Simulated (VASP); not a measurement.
# FeO (P-6m2) in VASP: settings compared

The runs below take FeO through single point, relaxation of cell and atoms, with PBE, BLYP+D4.

Everything below comes from runs of VASP 6.6.1. Logs are shortened: lines on timing, memory, paths and dates and some standing lists are left out, and cuts for length are marked.

## 1. The cell of the first run

The structure is hexagonal, space group P-6m2 (No. 187). Conventional cell: a = 2.960 Å, b = 2.960 Å, c = 2.889 Å, α = 90.00°, β = 90.00°, γ = 120.00°. Fe (site symmetry -6m2) has 6 O at 2.24 Å and 8 Fe at 2.89 to 2.96 Å within 3.0 Å. Within 3.0 Å of O (site symmetry -6m2) lie 6 Fe at 2.24 Å and 8 O at 2.89 to 2.96 Å.

## 2. Single point, PBE, collinear spin, ferromagnetic start

File INCAR:

```
PREC = Accurate
ENCUT = 520
EDIFF = 1E-6
ISMEAR = -1
SIGMA = 0.05
LREAL = F
LASPH = T
NELM = 150
ALGO = Normal
ISIF = 2
LWAVE = F
LCHARG = F
ISPIN = 2
MAGMOM = 3 0
LORBIT = 11
LMAXMIX = 4
GGA = PE
NBANDS = 18
```

File KPOINTS:

```
regular mesh
0
Gamma
  10 10 9
```

File POSCAR:

```
FeO
1.0
    2.9598396803      0.0000000000      0.0000000000
   -1.4799198350      2.5632963579      0.0000000000
    0.0000000000      0.0000000000      2.8886568793
Fe O
1 1
Direct
    0.0000000000      0.0000000000      0.0000000000
    0.6666666667      0.3333333333      0.5000000000
```

Potentials or basis: VASP PAW PBE potentials, release 64 (Fe, O).

Run with:

```bash
> cat potpaw_PBE.64/Fe/POTCAR potpaw_PBE.64/O/POTCAR > POTCAR
> mpirun -np 1 vasp_std > vasp.out
```

OUTCAR:

```text
PREC = Accurate
   ENCUT = 520
   EDIFF = 1E-6
   ISMEAR = -1
   LREAL = F
   LASPH = T
   NELM = 150
   ISIF = 2
   ISPIN = 2
   LORBIT = 11
   GGA = PE

 ion  position               nearest neighbor table
   1  0.000  0.000  0.000-   2 2.24   2 2.24   2 2.24   2 2.24   2 2.24   2 2.24
   2  0.667  0.333  0.500-   1 2.24   1 2.24   1 2.24   1 2.24   1 2.24   1 2.24

  LATTYP: Found a hexagonal cell.
 ALAT       =     2.9598396803
 C/A-ratio  =     0.9759504538

  Lattice vectors:

 A1 = (   2.9598396803,   0.0000000000,   0.0000000000)
 A2 = (  -1.4799198350,   2.5632963579,   0.0000000000)
 A3 = (   0.0000000000,   0.0000000000,   2.8886568793)

Analysis of symmetry for initial positions (statically):
=====================================================================
 Subroutine PRICEL returns:
 Original cell was already a primitive cell.

 Routine SETGRP: Setting up the symmetry group for a
 hexagonal supercell.

 Subroutine GETGRP returns: Found 12 space group operations
 (whereof 12 operations were pure point group operations)
 out of a pool of 24 trial point group operations.

The static configuration has the point symmetry D_3h.

Analysis of symmetry for dynamics (positions and initial velocities):
=====================================================================
 Subroutine PRICEL returns:
 Original cell was already a primitive cell.

 Routine SETGRP: Setting up the symmetry group for a
 hexagonal supercell.

 Subroutine GETGRP returns: Found 12 space group operations
 (whereof 12 operations were pure point group operations)
 out of a pool of 24 trial point group operations.

The dynamic configuration has the point symmetry D_3h.

Analysis of structural, dynamic, and magnetic symmetry:
=====================================================================
 Subroutine PRICEL returns:
 Original cell was already a primitive cell.

 Routine SETGRP: Setting up the symmetry group for a
 hexagonal supercell.

 Subroutine GETGRP returns: Found 12 space group operations
 (whereof 12 operations were pure point group operations)
 out of a pool of 24 trial point group operations.

The overall configuration has the point symmetry D_3h.

 Subroutine INISYM returns: Found 12 space group operations
 (whereof 12 operations are pure point group operations),
 and found     1 'primitive' translations

----------------------------------------------------------------------------------------

                                     Primitive cell

  volume of cell :      21.9161

  direct lattice vectors                    reciprocal lattice vectors
     2.959839680  0.000000000  0.000000000     0.337856137  0.195061331  0.000000000
    -1.479919835  2.563296358  0.000000000     0.000000000  0.390122663  0.000000000
     0.000000000  0.000000000  2.888656879     0.000000000  0.000000000  0.346181648

  length of vectors
     2.959839680  2.959839681  2.888656879     0.390122663  0.390122663  0.346181648

  position of ions in fractional coordinates (direct lattice)
     0.000000000  0.000000000  0.000000000
     0.666666667  0.333333333  0.500000000

  ion indices of the primitive-cell ions
   primitive index   ion index
                 1           1
                 2           2

----------------------------------------------------------------------------------------

 KPOINTS: regular mesh

Automatic generation of k-mesh.
 Grid dimensions read from file:
 generate k-points for:   10   10    9

 Generating k-lattice:

  Cartesian coordinates                     Fractional coordinates (reciprocal lattice)
     0.033785614  0.019506133  0.000000000     0.100000000  0.000000000  0.000000000
     0.000000000  0.039012266  0.000000000     0.000000000  0.100000000  0.000000000
     0.000000000  0.000000000  0.038464628     0.000000000  0.000000000  0.111111111

  Length of vectors
     0.039012266  0.039012266  0.038464628

  Shift w.r.t. Gamma in fractional coordinates (k-lattice)
     0.000000000  0.000000000  0.000000000

 Subroutine IBZKPT returns following result:
 ===========================================

 Found     70 irreducible k-points:

 Following reciprocal coordinates:
            Coordinates               Weight
  0.000000  0.000000  0.000000      1.000000
  0.100000  0.000000  0.000000      6.000000
  0.200000  0.000000  0.000000      6.000000
  0.300000  0.000000  0.000000      6.000000
  0.400000  0.000000  0.000000      6.000000
  0.500000  0.000000  0.000000      3.000000
[... 16 lines left out ...]
  0.300000  0.100000  0.111111     24.000000
  0.400000  0.100000  0.111111     24.000000
 [... further k-points ...]
   k-points           NKPTS =     70   k-points in BZ     NKDIM =     70   number of bands    NBANDS=     18
   number of dos      NEDOS =    301   number of ions     NIONS =      2
   total plane-waves  NPLWV =  13824
   dimension x,y,z NGX =    24 NGY =   24 NGZ =   24
   dimension x,y,z NGXF=    48 NGYF=   48 NGZF=   48
   ions per type =               1   1
   NGX,Y,Z   is equivalent  to a cutoff of  13.48, 13.48, 13.81 a.u.
   NGXF,Y,Z  is equivalent  to a cutoff of  26.96, 26.96, 27.62 a.u.
 SYSTEM =  unknown system
   PREC   = accura    normal or accurate (medium, high low for compatibility)
   ISTART =      0    job   : 0-new  1-cont  2-samecut
   ICHARG =      2    charge: 1-file 2-atom 10-const
   ISPIN  =      2    spin polarized calculation?
   LNONCOLLINEAR =      F non collinear calculations
   LSORBIT =      F    spin-orbit coupling
   LASPH  =      T    aspherical Exc in radial PAW
   ENCUT  =  520.0 eV  38.22 Ry    6.18 a.u.   5.50  5.50  5.37*2*pi/ulx,y,z
   NELM   =    150;   NELMIN=  2; NELMDL= -5     # of ELM steps
   EDIFF  = 0.1E-05   stopping-criterion for ELM
   LREAL  =      F    real-space projection
   EDIFFG = 0.1E-04   stopping-criterion for IOM
   NSW    =      0    number of steps for IOM
   IBRION =     -1    ionic relax: 0-MD 1-quasi-New 2-CG
   NFREE  =      0    steps in history (QN), initial steepest desc. (CG)
   ISIF   =      2    stress and relaxation
   ISYM   =      2    0-nonsym 1-usesym 2-fastsym
   POTIM  = 0.5000    time-step for ionic-motion
   TEBEG  =    0.0;   TEEND  =   0.0 temperature during run
   PSTRESS=    0.0 pullay stress
   NELECT =      14.0000    total number of electrons
   NUPDOWN=      -1.0000    fix difference up-down
   EMIN   =  10.00;   EMAX   =-10.00  energy-range for DOS
   EFERMI =   0.00;   METHOD = LEGACY
   ISMEAR =    -1;   SIGMA  =   0.05  broadening in eV -4-tet -1-fermi 0-gaus
   EFERMI_NEDOS =   21; number of points for ismear=-14 and -15
   IALGO  =     38    algorithm
   IMIX   =      4    mixing-type and parameters
     AMIX     =   0.40;   BMIX     =  1.00
     AMIX_MAG =   1.60;   BMIX_MAG =  1.00
  volume/ion in A,a.u.               =      10.96        73.95
  Fermi-wavevector in a.u.,A,eV,Ry     =   1.409927  2.664375 27.046929  1.987893
  Thomas-Fermi vector in A             =   2.531933
   LORBIT       =     11    0 simple, 1 ext, 2 COOP (PROOUT), +10 PAW based schemes
   GGA     = PE    functional components
   LHFCALC =     F    Hartree Fock is set to
   AEXX    =    0.0000 exact exchange contribution
   IVDW    =     0    specifies the selected vdW correction
   LEPSILON=     F    determine dielectric tensor
   LRPA    =     F    only Hartree local field effects (RPA)
 spin polarized calculation
  energy-cutoff  :      520.00
  volume of cell :       21.92
 maximum number of plane-waves:       611
 NGX is ok and might be reduce to    24
   NGX = 11   NGY = 11   NGZ = 11

 number of electron      13.9999997 magnetization       4.0010943

 Free energy of the ion-electron system (eV)
  ---------------------------------------------------
  ext. energy  EPLUGINS =         0.00000000
  ---------------------------------------------------
  free energy    TOTEN  =       -14.84946852 eV

  energy without entropy =      -14.84824032  energy(sigma->0) =      -14.84885442

 E-fermi :   4.5588     XC(G=0): -11.7062

 val. band max:        4.5427092287   @ k =   0.0000   0.0000   0.0000
 cond. band min:       4.6308037265   @ k =   0.1000   0.0000   0.4444
 fundamental gap:      0.0880944978
 Fermi energy:         4.5588449847

 spin component 1

 k-point     1 :       0.0000    0.0000    0.0000
  band No.  band energies     occupation
      1     -14.8602      1.00000
      2      -0.0099      1.00000
      3      -0.0099      1.00000
      4       0.3207      1.00000
      5       1.2678      1.00000
      6       1.6738      1.00000
[... 10 lines left out ...]
     17      28.3739      0.00000
     18      33.0293      0.00000
[... 463 lines left out ...]
 k-point    24 :       0.4000    0.1000    0.1111
  band No.  band energies     occupation
      1     -13.9059      1.00000
      2      -2.2959      1.00000
      3      -0.5137      1.00000
      4       0.2064      1.00000
      5       0.8625      1.00000
      6       1.7851      1.00000
[... 10 lines left out ...]
     17      30.5292      0.00000
     18      32.4218      0.00000

 [... further k-points ...]

 spin component 2

 k-point     1 :       0.0000    0.0000    0.0000
  band No.  band energies     occupation
      1     -14.2766      1.00000
      2       1.6281      1.00000
      3       1.6281      1.00000
      4       1.8439      1.00000
      5       2.8911      1.00000
      6       5.4473      0.00000
[... 10 lines left out ...]
     17      29.3546      0.00000
     18      33.1507      0.00000
[... 463 lines left out ...]
 k-point    24 :       0.4000    0.1000    0.1111
  band No.  band energies     occupation
      1     -13.2840      1.00000
      2      -1.5513      1.00000
      3       0.9905      1.00000
      4       1.3060      1.00000
      5       3.6996      1.00000
      6       5.3492      0.00000
[... 10 lines left out ...]
     17      31.1043      0.00000
     18      33.0601      0.00000

 [... further k-points ...]
[... 5 lines left out ...]
  --------------------------------------------------------------------------------------
  -------------------------------------------------------------------------------------
  Total       -2.1032404     -2.1032404     -3.1194282     -0.0000000     -0.0000000      0.0000000
  in kB     -153.7575788   -153.7575793   -228.0460811     -0.0000003     -0.0000000      0.0000000
  external PRESSURE =    -178.5204131 kB  Pullay stress =       0.0000000 kB

 VOLUME and BASIS-vectors are now :
 -----------------------------------------------------------------------------
  energy-cutoff  :      520.00
  volume of cell :       21.92
      direct lattice vectors                 reciprocal lattice vectors
     2.959839680  0.000000000  0.000000000     0.337856137  0.195061331  0.000000000
    -1.479919835  2.563296358  0.000000000     0.000000000  0.390122663  0.000000000
     0.000000000  0.000000000  2.888656879     0.000000000  0.000000000  0.346181648

 POSITION                                       TOTAL-FORCE (eV/Angst)
 -----------------------------------------------------------------------------------
      0.00000      0.00000      0.00000         0.000000     -0.000000      0.000000
      1.47992      0.85443      1.44433         0.000000      0.000000      0.000000
 -----------------------------------------------------------------------------------
    total drift:                               -0.000000      0.000000      0.000000

  FREE ENERGIE OF THE ION-ELECTRON SYSTEM (eV)
  ---------------------------------------------------
  free  energy   TOTEN  =       -14.8494685192 eV

  energy  without entropy=      -14.8482403215  energy(sigma->0) =      -14.84885442

 total charge

# of ion       s       p       d       tot
------------------------------------------
    1        0.275   0.322   6.004   6.602
    2        1.560   3.366   0.000   4.926
--------------------------------------------------
tot          1.835   3.688   6.004  11.528

 magnetization (x)

# of ion       s       p       d       tot
------------------------------------------
    1        0.013   0.007   3.572   3.592
    2        0.026   0.314   0.000   0.340
--------------------------------------------------
tot          0.038   0.321   3.572   3.931
```

Run time: 19 s. Hardware: 1 thread of Intel Xeon 6975P-C (Granite Rapids), shared host; peak memory 0.17 GiB.

What came out:

- Free energy: -14.8495 eV
- Pressure: -17.9 GPa
- Band gap on the k mesh: zero (filled and empty bands overlap)
- Net moment: 4.00 μB per cell
- Site moments: Fe +3.59; O +0.34 μB
- Valence electrons inside the program's atomic spheres: Fe 6.60; O 4.93

Caveat: a cell with one magnetic atom can't hold antiferromagnetic order, which such compounds often take; semilocal functionals often make such compounds metallic where correlation or magnetic order opens a gap, which also shifts bond lengths.

## 3. Single point, BLYP+D4, collinear spin, ferromagnetic start

This run uses another cell than the first one, of 9.79 Å³/atom, 0.893 times its volume.

File INCAR:

```
SYSTEM = FeO
PREC = Accurate ; ENCUT = 520
EDIFF = 1E-6 ; ISMEAR = -1
SIGMA = 0.05 ; LREAL = .FALSE.
LASPH = .TRUE. ; NELM = 150
ALGO = Normal ; ISIF = 2
LWAVE = .FALSE. ; LCHARG = .FALSE.
ISPIN = 2 ; MAGMOM = 3 0
LORBIT = 11 ; LMAXMIX = 4
GGA = B5 ; ALDAX = 1.0
AGGAX = 1.0 ; AGGAC = 1.0
ALDAC = 0.0 ; IVDW = 13
VDW_S6 = 1.0 ; VDW_S8 = 2.34076671
VDW_A1 = 0.44488865 ; VDW_A2 = 4.0933009
NBANDS = 18
```

File KPOINTS:

```
Automatic mesh
0
G
  10 10 9
  0 0 0
```

File POSCAR:

```
FeO
1.0
    2.8597826322     -0.0000000028      0.0000000000
   -1.4298913136      2.4766444102      0.0000000000
    0.0000000000      0.0000000000      2.7640052738
Fe O
1 1
Direct
    0.0000000000      0.0000000000      0.0000000000
    0.6666666667      0.3333333333      0.5000000000
```

Potentials or basis: VASP PAW PBE potentials, release 64 (Fe, O).

Run with:

```bash
> cat potpaw_PBE.64/Fe/POTCAR potpaw_PBE.64/O/POTCAR > POTCAR
> mpirun -np 1 vasp_std > vasp.out
```

Wall time 31 s (1 thread of Intel Xeon Platinum 8375C at 2.90GHz (Ice Lake), shared host); peak memory 0.17 GiB.

The run converged. Its results:

```yaml
Free_energy: -14.8068 eV
Pressure: 0.1 GPa
Band_gap_on_the_k_mesh: zero (filled and empty bands overlap)
Net_moment: 3.98 μB per cell
Site_moments: Fe +3.53; O +0.38 μB
Valence_electrons_inside_the_program's_atomic_spheres: Fe 6.80; O 5.00
Dispersion_energy_per_atom: -0.462 eV
```

Stress tensor (GPa, compression positive):
```
 0.27  0.00  0.00
 0.00  0.27  0.00
 0.00  0.00 -0.10
```

Levels at points of the mesh, in eV from the Fermi level:
Spin up:
```csv
k point,band 5,band 6,band 7,band 8,band 9,band 10,band 11,band 12,band 13,band 14
"(0.00, 0.00, 0.00)",-3.57,-2.60,-2.60,-0.93,-0.93,0.88,14.83,16.25,16.25,18.64
"(0.50, 0.00, 0.00)",-3.98,-2.75,-1.96,-1.95,-0.41,5.74,8.75,15.03,16.98,17.65
```
Spin down:
```
           k point  band 2  band 3  band 4  band 5  band 6  band 7  band 8  band 9
(0.00, 0.00, 0.00)   -3.41   -3.41   -2.94   -1.88    1.25    1.25    1.49    1.49
(0.50, 0.00, 0.00)   -7.09   -3.67   -3.17   -1.49    1.04    1.12    1.36    2.43
```

Caveat: the PAW data sets were made with another functional, which shifts forces and pressure a little; a cell with one magnetic atom can't hold antiferromagnetic order, which such compounds often take; semilocal functionals often make such compounds metallic where correlation or magnetic order opens a gap, which also shifts bond lengths; pairwise dispersion overbinds metals, which lowers pressure and volume.

(Continued in part 2 of 2.)
